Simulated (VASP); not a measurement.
Input of a VASP 6.6.1 run:

Contents of POSCAR:

```
BN
1.0
    0.0000000000      1.7458259346      1.7458259346
    1.7458259346      0.0000000000      1.7458259346
    1.7458259346      1.7458259346      0.0000000000
B N
1 1
Direct
    0.0000000000      0.0000000000      0.0000000000
    0.5000000000      0.5000000000      0.5000000000
```

The input INCAR.step1:

```
PREC = Accurate ; ENCUT = 500
EDIFF = 1E-8 ; ISMEAR = 0
SIGMA = 0.01 ; LREAL = F
LASPH = T ; NELM = 60
ALGO = Normal ; LWAVE = T
LCHARG = F ; GGA = PE
```

The input INCAR.step2:

```
PREC = Accurate ; ENCUT = 500
EDIFF = 1E-8 ; ISMEAR = 0
SIGMA = 0.01 ; LREAL = F
LASPH = T ; NELM = 1
ALGO = Exact ; LWAVE = T
LCHARG = F ; GGA = PE
NBANDS = 34 ; LOPTICS = T
ISTART = 1
```

File INCAR.step3:

```
PREC = Accurate ; ENCUT = 500
EDIFF = 1E-8 ; ISMEAR = 0
SIGMA = 0.01 ; LREAL = F
LASPH = T ; ALGO = EVGW0
LWAVE = F ; LCHARG = F
GGA = PE ; NELMGW = 1
NBANDS = 34 ; ENCUTGW = 60
NOMEGA = 48 ; PRECFOCK = Fast
ISTART = 1 ; NBANDSGW = 12
```

Contents of KPOINTS:

```
regular mesh
0
Gamma
  4 4 4
```

Potentials or basis: VASP PAW PBE potentials, release 64 (B_GW, N_GW).

Launch:

```sh
$ cat potpaw_PBE.64/B_GW/POTCAR potpaw_PBE.64/N_GW/POTCAR > POTCAR
$ cp INCAR.step1 INCAR
$ mpirun -np 1 vasp_std > vasp.out
$ cp INCAR.step2 INCAR
$ mpirun -np 1 vasp_std > vasp.out
$ cp INCAR.step3 INCAR
$ mpirun -np 1 vasp_std > vasp.out
```

Problem. Predict the quasiparticle gap.

Solution. 2.13 eV.

Problem. Predict the least direct quasiparticle gap.

Solution. 6.52 eV.

Problem. What does it give for the band gap on the k mesh, mean-field level?

Solution. 1.80 eV, indirect (least direct gap 5.75 eV).

Caveat: the k points lie up to 0.78 Å⁻¹ apart; bands, screening cutoff and mesh are small and nothing is extrapolated, so the quasiparticle values aren't converged. A k mesh can miss the band edges.
